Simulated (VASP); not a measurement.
Input of a VASP 6.6.1 run:

INCAR

```
SYSTEM = Al16H4C
PREC = Accurate ; ENCUT = 520
EDIFF = 1E-6 ; ISMEAR = 0
SIGMA = 0.15 ; LREAL = Auto
LASPH = .True. ; NELM = 100
ALGO = Normal ; ISIF = 2
LWAVE = .False. ; LCHARG = .False.
GGA = PE ; IVDW = 12
NBANDS = 44
```

Contents of KPOINTS:

```
regular mesh
0
Gamma
  4 4 1
  0 0 0
```

POSCAR

```
Al16H4C
1.0
    5.7275650000      0.0000000000      0.0000000000
    2.8637820000      4.9602170000      0.0000000000
    0.0000000000      0.0000000000     20.0148060000
Al C H
16 1 4
Direct
    0.0000000000      0.0000000000      0.0499630100
    0.4999999900      0.0000000000      0.0499630100
    0.0000000500      0.4999999700      0.0499630100
    0.5000000500      0.4999999700      0.0499630100
    0.1714065999      0.1654608526      0.1646826465
    0.6653715115      0.1648937595      0.1647087040
    0.1675342362      0.6671719933      0.1681641609
    0.6658080263      0.6711153634      0.1646882051
   -0.1657134066      0.3338545942      0.2701258054
    0.3383899610      0.3272289694      0.2801715190
   -0.1720980805      0.8376170182      0.2802548227
    0.3383184121      0.8377510337      0.2797734406
    0.0078570663     -0.0060063534      0.3959993058
    0.5042578792      0.0024937417      0.4212600411
    0.0081483321      0.5060759542      0.3963672457
    0.4956158909      0.5066354452      0.3959245727
    0.5042479982      0.0019964263      0.5219674947
    0.8376165020     -0.6642172359      0.3578196633
    0.7117150937     -0.1061090676      0.5412098856
    0.4052123176      0.2092276161      0.5413051780
    0.3961441585     -0.0971652875      0.5412020459
```

Potentials or basis: VASP PAW PBE potentials, release 64 (Al, C, H).

Launch:

```sh
$ cat potpaw_PBE.64/Al/POTCAR potpaw_PBE.64/C/POTCAR potpaw_PBE.64/H/POTCAR > POTCAR
$ mpirun -np 1 vasp_std > vasp.out
```

Task: Predict the dispersion energy per atom.

Result: -0.209 eV.

Task: Estimate the largest force.

Result: 0.201 eV/Å.

Task: What does it give for the band gap on the k mesh?

Result: Zero (bands 28 and 29 overlap by 0.70 eV).

Forces on the atoms (eV/Å):
```
Al   0.002  0.023  0.070
Al   0.006  0.002 -0.201
Al  -0.017 -0.010  0.066
Al   0.021 -0.010  0.070
Al   0.001 -0.001 -0.001
Al   0.001  0.001 -0.001
Al  -0.001  0.000  0.005
Al  -0.001  0.002 -0.001
Al  -0.001 -0.001  0.003
Al  -0.001 -0.005 -0.002
Al  -0.004  0.004 -0.003
Al   0.002  0.001  0.003
Al  -0.002 -0.001 -0.001
Al   0.001 -0.001  0.005
Al  -0.002  0.000 -0.004
Al  -0.004 -0.003  0.001
C    0.031  0.007 -0.033
H   -0.002 -0.001 -0.005
H    0.018 -0.016  0.006
H   -0.003  0.038  0.008
H   -0.044 -0.028  0.015
```

Caveat: there is no dipole correction, which matters where the two faces differ.
